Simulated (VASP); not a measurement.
A run of VASP 6.6.1 is set up as follows.

Contents of POSCAR:

```
CaVO2
1.0
    3.9017029000      0.0000000000      0.0000000000
    0.0000000000      3.9017029000      0.0000000000
    0.0000000000      0.0000000000      3.3637380500
Ca V O
1 1 2
Direct
    0.5000000000      0.5000000000      0.5000000000
    0.0000000000      0.0000000000      0.0000000000
    0.5000000000      0.0000000000      0.0000000000
    0.0000000000      0.5000000000      0.0000000000
```

File INCAR.step1:

```
SYSTEM = CaVO2
PREC = Accurate
ENCUT = 660
ISMEAR = 1
SIGMA = 0.0606
LREAL = .False.
LASPH = .True.
NELM = 120
NBANDS = 26
GGA = PE
ALGO = Normal
EDIFF = 1E-5
LWAVE = .True.
LCHARG = .False.
GGA_COMPAT = .False.
```

File INCAR.step2:

```
SYSTEM = CaVO2
PREC = Accurate
ENCUT = 660
EDIFF = 1E-6
ISMEAR = 1
SIGMA = 0.0606
LREAL = .False.
LASPH = .True.
NELM = 120
ALGO = Normal
ISIF = 2
LWAVE = .False.
LCHARG = .True.
METAGGA = R2SCAN
LMIXTAU = .True.
LELF = .True.
LVHAR = .True.
NBANDS = 26
ISTART = 1
GGA_COMPAT = .False.
```

File KPOINTS:

```
Automatic mesh
0
Gamma
  7 7 8
  0 0 0
```

Potentials or basis: VASP PAW PBE potentials, release 64 (Ca_sv, V_sv, O).

Run with:

```console
$ cat potpaw_PBE.64/Ca_sv/POTCAR potpaw_PBE.64/V_sv/POTCAR potpaw_PBE.64/O/POTCAR > POTCAR
$ cp INCAR.step1 INCAR
$ mpirun -np 1 vasp_std > vasp.out
$ cp INCAR.step2 INCAR
$ mpirun -np 1 vasp_std > vasp.out
```

What does it give for the band gap on the k mesh?

Zero (an odd number of electrons rules out a gap without spin polarisation).

Predict the pressure.

-10.5 GPa.

Stress tensor (GPa, compression positive):
```
-11.74   0.00   0.00
  0.00 -11.74   0.00
  0.00   0.00  -8.01
```

Caveat: the cell stands under tension; the PAW data sets were made with another functional, which shifts forces and pressure a little; an odd number of electrons without spin polarisation forces a metal; a magnetic or distorted state may lie lower; the run has no spin polarisation, though such a crystal can be magnetic; semilocal functionals often make such compounds metallic where correlation or magnetic order opens a gap, which also shifts bond lengths. With open d or f shells a metallic result of r2SCAN can be an artefact of self-interaction; +U or a hybrid may open a gap.
